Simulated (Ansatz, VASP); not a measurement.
**One calculation of InP, two programs**

The input INCAR:

```
SYSTEM = InP
  ALGO = Normal
  EDIFF = 1E-7
  ENCUT = 520
  ISIF = 2
  ISMEAR = 0
  LASPH = .TRUE.
  LCHARG = .FALSE.
  LREAL = .FALSE.
  LWAVE = .FALSE.
  NBANDS = 16
  NELM = 80
  PREC = Accurate
  SIGMA = 0.02
```

Contents of KPOINTS:

```
k-points
0
G
  10 10 10
  0 0 0
```

Contents of POSCAR:

```
InP
1.0
    0.0000000000      2.8840061518      2.8840061518
    2.8840061518      0.0000000000      2.8840061518
    2.8840061518      2.8840061518      0.0000000000
In P
1 1
Direct
    0.0000000000      0.0000000000      0.0000000000
    0.7500000000      0.7500000000      0.7500000000
```

Input for Ansatz:

```yaml
crystal:
  lattice:
    - [0.0, 2.8840061518, 2.8840061518]
    - [2.8840061518, 0.0, 2.8840061518]
    - [2.8840061518, 2.8840061518, 0.0]
  atoms:
    - { symbol: In, position: [0.0, 0.0, 0.0] }
    - { symbol: P, position: [0.75, 0.75, 0.75] }
basis:
  ecutwfc: 420
kpoints:
  mp_grid: { grid: [10, 10, 10] }
hamiltonian:
  xc: lda
  pseudopotentials: { kind: paw, azcp: { folder: soft_1 } }
scf:
  occupations: { method: gaussian, width: 0.02 }
output:
  forces: true
  stress: true
  eigenvalues: true
```

Alike in both runs: task single point; functional LDA; k mesh 10 × 10 × 10; occupations gaussian, width 0.02 eV; no spin polarisation.

|  | VASP | Ansatz |
| --- | --- | --- |
| version | VASP 6.6.1 | Ansatz 0.2.0 |
| potentials or method | VASP PAW LDA potentials, release 64 (In_d, P), cutoff 520 eV | scalar-relativistic, plane waves, PAW |
| valence electrons in the cell | 18 | 18 |

|  | VASP | Ansatz | Ansatz less VASP |
| --- | --- | --- | --- |
| gap on the k mesh at the Fermi level (eV) | 0.77 | 0.74 | -0.031 |
| least direct gap on the mesh (eV) | 0.77 | 0.74 | -0.031 |
| pressure (GPa) | 2.3 | 2.3 | -0.03 |

Ansatz warns that its potentials were made for another functional, while VASP's fit it. LDA's correlation is that of Perdew and Zunger in VASP and of Perdew and Wang (1992) in Ansatz.
